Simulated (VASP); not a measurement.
# C (P6_3/mmc) in VASP: notebook, part 2 of 2

VASP 6.6.1. Earlier steps stand in the parts before.

## (3) Single point, PBEsol (biaxial strain in the a-b plane: -3.0 %)

INCAR

```
SYSTEM = C
PREC = Accurate
ENCUT = 520
EDIFF = 1E-7
ISMEAR = 0
SIGMA = 0.1
LREAL = .False.
LASPH = .True.
NELM = 80
ALGO = Normal
ISIF = 2
LWAVE = .False.
LCHARG = .True.
GGA = PS
LELF = .True.
LVHAR = .True.
NBANDS = 16
```

KPOINTS

```
regular mesh
0
Gamma
  24 24 8
  0 0 0
```

POSCAR

```
C
1.0
    2.3851321370      0.0000000000      0.0000000000
   -1.1925660685      2.0655850220      0.0000000000
    0.0000000000      0.0000000000      7.4246906543
C
4
Direct
    0.0000000000      0.0000000000      0.2500000000
    0.0000000000      0.0000000000      0.7500000000
    0.3333333333      0.6666666667      0.2500000000
    0.6666666667      0.3333333333      0.7500000000
```

Potentials or basis: VASP PAW PBE potentials, release 64 (C).

On the command line:

```console
> cat potpaw_PBE.64/C/POTCAR > POTCAR
> mpirun -np 1 vasp_std > vasp.out
```

OUTCAR:

```text
SYSTEM = C
   PREC = Accurate
   ENCUT = 520
   EDIFF = 1E-7
   ISMEAR = 0
   LREAL = .False.
   LASPH = .True.
   NELM = 80
   ISIF = 2
   GGA = PS

 ion  position               nearest neighbor table
   1  0.000  0.000  0.250-   3 1.38   3 1.38   3 1.38
   2  0.000  0.000  0.750-   4 1.38   4 1.38   4 1.38
   3  0.333  0.667  0.250-   1 1.38   1 1.38   1 1.38
   4  0.667  0.333  0.750-   2 1.38   2 1.38   2 1.38

  LATTYP: Found a hexagonal cell.
 ALAT       =     2.3851321370
 C/A-ratio  =     3.1129053771

  Lattice vectors:

 A1 = (   2.3851321370,   0.0000000000,   0.0000000000)
 A2 = (  -1.1925660685,   2.0655850220,   0.0000000000)
 A3 = (   0.0000000000,   0.0000000000,   7.4246906543)

Analysis of symmetry for initial positions (statically):
=====================================================================
 Subroutine PRICEL returns:
 Original cell was already a primitive cell.

 Routine SETGRP: Setting up the symmetry group for a
 hexagonal supercell.

 Subroutine GETGRP returns: Found 24 space group operations
 (whereof 12 operations were pure point group operations)
 out of a pool of 24 trial point group operations.

The static configuration has the point symmetry D_3d.
 The point group associated with its full space group is D_6h.

Analysis of symmetry for dynamics (positions and initial velocities):
=====================================================================
 Subroutine PRICEL returns:
 Original cell was already a primitive cell.

 Routine SETGRP: Setting up the symmetry group for a
 hexagonal supercell.

 Subroutine GETGRP returns: Found 24 space group operations
 (whereof 12 operations were pure point group operations)
 out of a pool of 24 trial point group operations.

The dynamic configuration has the point symmetry D_3d.
 The point group associated with its full space group is D_6h.

 Subroutine INISYM returns: Found 24 space group operations
 (whereof 12 operations are pure point group operations),
 and found     1 'primitive' translations

----------------------------------------------------------------------------------------

                                     Primitive cell

  volume of cell :      36.5792

  direct lattice vectors                    reciprocal lattice vectors
     2.385132137  0.000000000  0.000000000     0.419263983  0.242062174  0.000000000
    -1.192566068  2.065585022  0.000000000     0.000000000  0.484124347  0.000000000
     0.000000000  0.000000000  7.424690654     0.000000000  0.000000000  0.134685746

  length of vectors
     2.385132137  2.385132137  7.424690654     0.484124347  0.484124347  0.134685746

  position of ions in fractional coordinates (direct lattice)
     0.000000000  0.000000000  0.250000000
     0.000000000  0.000000000  0.750000000
     0.333333333  0.666666667  0.250000000
     0.666666667  0.333333333  0.750000000

  ion indices of the primitive-cell ions
   primitive index   ion index
                 1           1
                 2           2
                 3           3
                 4           4

[... 26 lines left out ...]
 Following reciprocal coordinates:
            Coordinates               Weight
  0.000000  0.000000  0.000000      1.000000
  0.041667  0.000000  0.000000      6.000000
  0.083333  0.000000  0.000000      6.000000
  0.125000  0.000000  0.000000      6.000000
  0.166667  0.000000  0.000000      6.000000
  0.208333  0.000000  0.000000      6.000000
[... 16 lines left out ...]
  0.416667  0.041667  0.000000     12.000000
  0.458333  0.041667  0.000000     12.000000
 [... further k-points ...]
   k-points           NKPTS =    305   k-points in BZ     NKDIM =    305   number of bands    NBANDS=     16
   number of dos      NEDOS =    301   number of ions     NIONS =      4
   total plane-waves  NPLWV =  18144
   dimension x,y,z NGX =    18 NGY =   18 NGZ =   56
   dimension x,y,z NGXF=    36 NGYF=   36 NGZF=  112
   ions per type =               4
   NGX,Y,Z   is equivalent  to a cutoff of  12.55, 12.55, 12.54 a.u.
   NGXF,Y,Z  is equivalent  to a cutoff of  25.09, 25.09, 25.08 a.u.
 SYSTEM =  C
   PREC   = accura    normal or accurate (medium, high low for compatibility)
   ISTART =      0    job   : 0-new  1-cont  2-samecut
   ICHARG =      2    charge: 1-file 2-atom 10-const
   ISPIN  =      1    spin polarized calculation?
   LNONCOLLINEAR =      F non collinear calculations
   LSORBIT =      F    spin-orbit coupling
   LASPH  =      T    aspherical Exc in radial PAW
   ENCUT  =  520.0 eV  38.22 Ry    6.18 a.u.   4.43  4.43 13.81*2*pi/ulx,y,z
   NELM   =     80;   NELMIN=  2; NELMDL= -5     # of ELM steps
   EDIFF  = 0.1E-06   stopping-criterion for ELM
   LREAL  =      F    real-space projection
   EDIFFG = 0.1E-05   stopping-criterion for IOM
   NSW    =      0    number of steps for IOM
   IBRION =     -1    ionic relax: 0-MD 1-quasi-New 2-CG
   NFREE  =      0    steps in history (QN), initial steepest desc. (CG)
   ISIF   =      2    stress and relaxation
   ISYM   =      2    0-nonsym 1-usesym 2-fastsym
   POTIM  = 0.5000    time-step for ionic-motion
   TEBEG  =    0.0;   TEEND  =   0.0 temperature during run
   PSTRESS=    0.0 pullay stress
   NELECT =      16.0000    total number of electrons
   NUPDOWN=      -1.0000    fix difference up-down
   EMIN   =  10.00;   EMAX   =-10.00  energy-range for DOS
   EFERMI =   0.00;   METHOD = LEGACY
   ISMEAR =     0;   SIGMA  =   0.10  broadening in eV -4-tet -1-fermi 0-gaus
   EFERMI_NEDOS =   21; number of points for ismear=-14 and -15
   IALGO  =     38    algorithm
   IMIX   =      4    mixing-type and parameters
     AMIX     =   0.40;   BMIX     =  1.00
     AMIX_MAG =   1.60;   BMIX_MAG =  1.00
  volume/ion in A,a.u.               =       9.14        61.71
  Fermi-wavevector in a.u.,A,eV,Ry     =   1.242711  2.348384 21.011899  1.544331
  Thomas-Fermi vector in A             =   2.377054
   LORBIT       =      0    0 simple, 1 ext, 2 COOP (PROOUT), +10 PAW based schemes
   GGA     = PS    functional components
   LHFCALC =     F    Hartree Fock is set to
   AEXX    =    0.0000 exact exchange contribution
   IVDW    =     0    specifies the selected vdW correction
   LEPSILON=     F    determine dielectric tensor
   LRPA    =     F    only Hartree local field effects (RPA)
 non-spin polarized calculation
 Gauss-broadening in eV      SIGMA  =   0.10
  energy-cutoff  :      520.00
  volume of cell :       36.58
 maximum number of plane-waves:      1018
 NGX is ok and might be reduce to    18
   NGX =  9   NGY =  9   NGZ = 27

 number of electron      16.0000006 magnetization

 Free energy of the ion-electron system (eV)
  ---------------------------------------------------
  ext. energy  EPLUGINS =         0.00000000
  ---------------------------------------------------
  free energy    TOTEN  =       -38.29552977 eV

  energy without entropy =      -38.29507189  energy(sigma->0) =      -38.29530083

 E-fermi :   4.3344     XC(G=0): -10.0069

 val. band max:        4.3329321545   @ k =   0.3333   0.3333   0.5000
 cond. band min:       4.3345459056   @ k =   0.3333   0.3333   0.2500
 fundamental gap:      0.0016137511
 Fermi energy:         4.3343971384

 k-point     1 :       0.0000    0.0000    0.0000
  band No.  band energies     occupation
      1     -16.0126      2.00000
      2     -15.8853      2.00000
      3      -4.5385      2.00000
      4      -3.4276      2.00000
      5       1.3951      2.00000
      6       1.3951      2.00000
[... 433 lines left out ...]
      3      -9.2839      2.00000
      4      -9.2205      2.00000
      5      -2.4686      2.00000
      6      -2.4506      2.00000
[... 8 lines left out ...]
     15      17.8375      0.00000
     16      18.9325      0.00000

 [... further k-points ...]

------------------------ aborting loop because EDIFF is reached ----------------------------------------

  FORCE on cell =-STRESS in cart. coord.  units (eV):
  Direction    XX          YY          ZZ          XY          YZ          ZX
  --------------------------------------------------------------------------------------
  -------------------------------------------------------------------------------------
  Total        9.2762653      9.2762653     -0.0567314      0.0000000     -0.0000000      0.0000000
  in kB      406.3028412    406.3028412     -2.4848483      0.0000000     -0.0000000      0.0000000
  external PRESSURE =     270.0402780 kB  Pullay stress =       0.0000000 kB

 VOLUME and BASIS-vectors are now :
 -----------------------------------------------------------------------------
  energy-cutoff  :      520.00
  volume of cell :       36.58
      direct lattice vectors                 reciprocal lattice vectors
     2.385132137  0.000000000  0.000000000     0.419263983  0.242062174  0.000000000
    -1.192566068  2.065585022  0.000000000     0.000000000  0.484124347  0.000000000
     0.000000000  0.000000000  7.424690654     0.000000000  0.000000000  0.134685746

 POSITION                                       TOTAL-FORCE (eV/Angst)
 -----------------------------------------------------------------------------------
      0.00000      0.00000      1.85617        -0.000000      0.000000     -0.000000
      0.00000      0.00000      5.56852         0.000000      0.000000     -0.000000
     -0.00000      1.37706      1.85617        -0.000000      0.000000      0.000000
      1.19257      0.68853      5.56852         0.000000     -0.000000      0.000000
 -----------------------------------------------------------------------------------
    total drift:                                0.000000     -0.000000      0.000000

  FREE ENERGIE OF THE ION-ELECTRON SYSTEM (eV)
  ---------------------------------------------------
  free  energy   TOTEN  =       -38.2955297651 eV

  energy  without entropy=      -38.2950718863  energy(sigma->0) =      -38.29530083
```

OSZICAR:

```text
N       E                     dE             d eps       ncg     rms          rms(c)
DAV:   1     0.386603097659E+02    0.38660E+02   -0.79580E+03  9776   0.919E+02
DAV:   2    -0.385511464383E+02   -0.77211E+02   -0.70612E+02 13608   0.197E+02
DAV:   3    -0.415085947976E+02   -0.29574E+01   -0.29409E+01 12928   0.363E+01
DAV:   4    -0.415337398058E+02   -0.25145E-01   -0.25137E-01 12208   0.405E+00
DAV:   5    -0.415341288869E+02   -0.38908E-03   -0.38906E-03 12696   0.476E-01    0.102E+01
DAV:   6    -0.390770643316E+02    0.24571E+01   -0.17034E+00 11472   0.818E+00    0.592E+00
DAV:   7    -0.382857698881E+02    0.79129E+00   -0.20694E+00 11920   0.911E+00    0.164E+00
DAV:   8    -0.382972648204E+02   -0.11495E-01   -0.91614E-02 11432   0.182E+00    0.359E-01
DAV:   9    -0.382952498148E+02    0.20150E-02   -0.25957E-03 12640   0.349E-01    0.144E-01
DAV:  10    -0.382955177506E+02   -0.26794E-03   -0.13648E-03 10872   0.219E-01    0.943E-02
DAV:  11    -0.382955265570E+02   -0.88064E-05   -0.46596E-05 12096   0.458E-02    0.146E-02
DAV:  12    -0.382955294663E+02   -0.29092E-05   -0.22341E-06 11752   0.991E-03    0.631E-03
DAV:  13    -0.382955298717E+02   -0.40544E-06   -0.61687E-07 11576   0.583E-03    0.159E-03
DAV:  14    -0.382955297656E+02    0.10607E-06   -0.63194E-08 10728   0.181E-03    0.817E-04
DAV:  15    -0.382955297651E+02    0.57662E-09   -0.49482E-09  6296   0.496E-04
   1 F= -.38295530E+02 E0= -.38295301E+02  d E =-.457879E-03
```

Run time: 2.1 min. Hardware: 1 thread of Intel Xeon Platinum 8375C at 2.90GHz (Ice Lake), shared host; peak memory 0.24 GiB.

Results:

```yaml
Free_energy: -38.2955 eV
Pressure: 27.0 GPa
Band_gap_on_the_k_mesh: zero (band 8 reaches 4.34 eV, above the bottom of band 9 at 4.33 eV)
```

Levels at points of the mesh, in eV from the Fermi level:
```
           k point  band 6  band 7  band 8  band 9  band 10  band 11
(0.00, 0.00, 0.00)   -2.94   -2.93   -2.93    3.06     7.91     8.97
(0.50, 0.00, 0.00)   -6.65   -2.76   -2.40    1.50     1.97     8.28
(0.00, 0.00, 0.50)   -2.94   -2.94   -2.94    5.00     5.00     8.98
(0.50, 0.00, 0.50)   -6.66   -2.56   -2.56    1.67     1.67     8.37
```

Caveat: the cell differs from its parent crystal (biaxial strain in the a-b plane: -3.0 %); the PAW data sets were made with another functional, which shifts forces and pressure a little; this functional lacks dispersion, which binds the layers, so the pressure and a relaxed spacing across them are unreliable.
